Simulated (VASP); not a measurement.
Set up this calculation in VASP 6.6.1, as the native input.

| Property | Result |
| --- | --- |
| Task | single point |
| Functional | PBE |
| Potentials or basis | VASP PAW PBE potentials, release 64 (Pb_d, S) |
| Cutoff | 520 eV |
| k mesh | 9 × 9 × 5 |
| Occupations | fermi-dirac, width 0.08 eV |
| Spin | no spin polarisation |
| Dipole correction | no |
| Further INCAR settings | ALGO = Normal; EDIFF = 1e-06; NBANDS = 28 |

The structure of PbS (NiAs type) lies in POSCAR:

```
PbS
1.0
    4.0190029644      0.0000000000      0.0000000000
   -2.0095014822      3.4805586651      0.0000000000
    0.0000000000      0.0000000000      7.2759128515
Pb S
2 2
Direct
    0.0000000000      0.0000000000      0.0000000000
    0.0000000000      0.0000000000      0.5000000000
    0.3333333333      0.6666666667      0.2500000000
    0.6666666667      0.3333333333      0.7500000000
```

These files were run (other wordings do the same):

INCAR

```
SYSTEM = PbS
ALGO = Normal ; EDIFF = 1E-6
ENCUT = 520 ; GGA = PE
ISIF = 2 ; ISMEAR = -1
LASPH = .TRUE. ; LCHARG = .FALSE.
LREAL = .FALSE. ; LWAVE = .FALSE.
NBANDS = 28 ; NELM = 100
PREC = Accurate ; SIGMA = 0.08
```

KPOINTS

```
k-points
0
G
  9 9 5
  0 0 0
```

Potentials or basis: VASP PAW PBE potentials, release 64 (Pb_d, S).

Command:

```console
$ cat potpaw_PBE.64/Pb_d/POTCAR potpaw_PBE.64/S/POTCAR > POTCAR
$ mpirun -np 1 vasp_std > vasp.out
```

It gave:

The pressure is 4.4 GPa and the band gap on the k mesh is zero (band 20 reaches 6.58 eV, above the bottom of band 21 at 6.50 eV).

Caveat: spin-orbit coupling is left out, which moves the levels of the heavy elements.

Wall time 41 s on 1 thread of Intel(R) Xeon(R) 6975P-C (Granite Rapids), with other jobs on the host, peak memory 0.25 GiB.
